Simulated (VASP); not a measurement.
Runs of VASP 6.6.1 on Sb. The structure is that of space group Im-3m (No. 229), or close to it. The cells are those of the table. This isn't the form of Sb at room conditions, which is rhombohedral.

```csv
level,potentials or basis,cell,k mesh,cutoff (eV),grid for exact exchange (PRECFOCK),share of exact exchange,screening parameter,gap on the mesh (eV),pressure (GPa)
PBE0,"VASP PAW PBE potentials, release 64 (Sb)","a = 3.241 Å, angles 109.5°, 1 atom",8 × 8 × 8,520,Normal,0.25,-,none,-1.8
PBE-based screened hybrid with 25 % exact exchange,"VASP PAW PBE potentials, release 64 (Sb)","a = 3.241 Å, angles 109.5°, 1 atom",5 × 5 × 5,520,Normal,0.25,0.2 1/Å,none,-2.0
PBE-based screened hybrid with 25 % exact exchange,"VASP PAW PBE potentials, release 64 (Sb)","a = 3.241 Å, angles 109.5°, 1 atom",5 × 5 × 5,520,Normal,0.25,0.6 1/Å,none,-0.4
PBE-based screened hybrid with 25 % exact exchange,"VASP PAW PBE potentials, release 64 (Sb)","a = 3.241 Å, angles 109.5°, 1 atom",5 × 5 × 5,520,Normal,0.25,0.4 1/Å,none,(b)
PBEsol,"VASP PAW PBE potentials, release 64 (Sb)","a = 3.155 Å, angles 110.6, 110.6, 107.3°, 1 atom",10 × 10 × 10,500,-,-,-,none,6.7
PBE-based screened hybrid with 25 % exact exchange,"VASP PAW PBE potentials, release 64 (Sb)","a = 3.241 Å, angles 109.5°, 1 atom",5 × 5 × 5,520,Normal,0.25,0.15 1/Å,none,-2.0
PBE-based screened hybrid with 25 % exact exchange,"VASP PAW PBE potentials, release 64 (Sb)","a = 3.241 Å, angles 109.5°, 1 atom",5 × 5 × 5,520,Normal,0.25,0.3 1/Å,none,-1.6
PBEsol,"VASP PAW PBE potentials, release 64 (Sb)","a = 3.198 Å, angles 110.0, 110.0, 108.4°, 1 atom",10 × 10 × 10,500,-,-,-,none,3.0
HSE06,"VASP PAW PBE potentials, release 64 (Sb)","a = 3.241 Å, angles 109.5°, 1 atom",8 × 8 × 8,520,Normal,0.25,0.2079 1/Å,none,(c)
PBEsol,"VASP PAW PBE potentials, release 64 (Sb)","a = 3.285 Å, angles 108.9, 108.9, 110.5°, 1 atom",10 × 10 × 10,500,-,-,-,none,-2.5
PBE0,"VASP PAW PBE potentials, release 64 (Sb_d_GW)","a = 3.284 Å, angles 109.5°, 1 atom",6 × 6 × 6,400,Normal,0.25,-,none,(a)
PBEsol,"VASP PAW PBE potentials, release 64 (Sb)","a = 3.328 Å, angles 108.4, 108.4, 111.6°, 1 atom",10 × 10 × 10,500,-,-,-,none,-4.6
```

Alike in all rows: task single point; no spin polarisation; smearing fermi-dirac 0.05 eV.

Task: Fill in the values left out.

Result: (a) -2.2; (b) -1.2; (c) -1.5.

Caveats: some runs use coarse meshes; the PAW data sets were made with another functional, which shifts forces and pressure a little; spin-orbit coupling is left out, which moves the levels of the heavy elements; the cell stands under pressure (at least some runs); the cell stands under tension (at least some runs).

A k mesh can miss the band edges, and the runs leave out spin-orbit coupling on Sb.

A gap of «none» marks levels without a gap at the run's occupations.

The runs don't all hold the same shells in valence.
